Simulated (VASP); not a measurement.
Mg:

```
Mg
1.0
     3.20930    0.00000    0.00000
    -1.60465    2.77934    0.00000
     0.00000    0.00000    5.21030
Mg
2
Direct
  0.33333 0.66667 0.25000
  0.66667 0.33333 0.75000
```

```yaml
Program: VASP 6.6.1
Task: relaxation of cell and atoms
Functional: PBEsol
Potentials_or_basis: VASP PAW PBE potentials, release 64 (Mg)
Cutoff: 600 eV
k_mesh: 17 × 17 × 9
Occupations: methfessel-paxton, width 0.05 eV
Spin: no spin polarisation
```

At the start: pressure -1.2 GPa; volume 23.24 Å³/atom.

Task: Where does the relaxation end?

Result: Over 5 steps the energy falls by 3.2 meV/atom and the volume is 22.47 Å³/atom (-3.3 %); space group P6_3/mmc (No. 194, to 0.05 Å).

The path:
```csv
step,energy change (eV),largest force (eV/Å),pressure (GPa),volume (Å³)
1,0.0000,0.0000,-1.15,46.47
2,-0.0058,0.0000,-0.31,45.36
3,-0.0064,0.0000,0.04,44.94
4,-0.0064,0.0000,0.06,44.91
5,-0.0065,0.0000,0.04,44.94
```

Final structure:
```
CELL_PARAMETERS angstrom
3.16272 0.00000 0.00000
-1.58136 2.73900 0.00000
0.00000 0.00000 5.18816
ATOMIC_POSITIONS crystal
Mg 0.33333 0.66667 0.25000
Mg 0.66667 0.33333 0.75000
```

Caveat: the PAW data sets were made with another functional, which shifts forces and pressure a little.
